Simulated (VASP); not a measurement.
Input of a VASP 6.6.1 run:

The input POSCAR:

```
Eu
1.0
   -4.5239998800      4.5239998800      4.5239998800
    2.2619999400     -2.2619999400      2.2619999400
    2.2619999400      2.2619999400     -2.2619999400
Eu
2
Direct
    0.0000000000      0.0000000000      0.0000000000
    0.5000000000      0.0000000000      0.0000000000
```

Contents of INCAR.step1:

```
ALGO = Normal
EDIFF = 1E-4
ENCUT = 520
GGA = PE
ISMEAR = 1
ISPIN = 2
LASPH = T
LCHARG = F
LMAXMIX = 6
LREAL = F
LWAVE = T
MAGMOM = 7 7
NBANDS = 28
NELM = 150
PREC = Accurate
SIGMA = 0.0776
```

Contents of INCAR.step2:

```
ALGO = Normal
EDIFF = 1E-6
ENCUT = 520
ISIF = 2
ISMEAR = 1
ISPIN = 2
ISTART = 1
LASPH = T
LCHARG = F
LMAXMIX = 6
LMIXTAU = T
LORBIT = 11
LREAL = F
LWAVE = F
MAGMOM = 7 7
METAGGA = R2SCAN
NBANDS = 28
NELM = 150
PREC = Accurate
SIGMA = 0.0776
```

File KPOINTS:

```
k-points
0
Gamma
  4 8 8
```

Potentials or basis: VASP PAW PBE potentials, release 64 (Eu).

Launch:

```bash
$ cat potpaw_PBE.64/Eu/POTCAR > POTCAR
$ cp INCAR.step1 INCAR
$ mpirun -np 1 vasp_std > vasp.out
$ cp INCAR.step2 INCAR
$ mpirun -np 1 vasp_std > vasp.out
```

Q: What does it give for the site moments?

A: Eu +6.71 μB.

Q: Estimate the pressure.

A: -1.0 GPa.

Q: What does it give for the net moment?

A: 15.53 μB per cell.

Caveat: the PAW data sets were made with another functional, which shifts forces and pressure a little. The state reached can hang on the start; a lower one may exist.
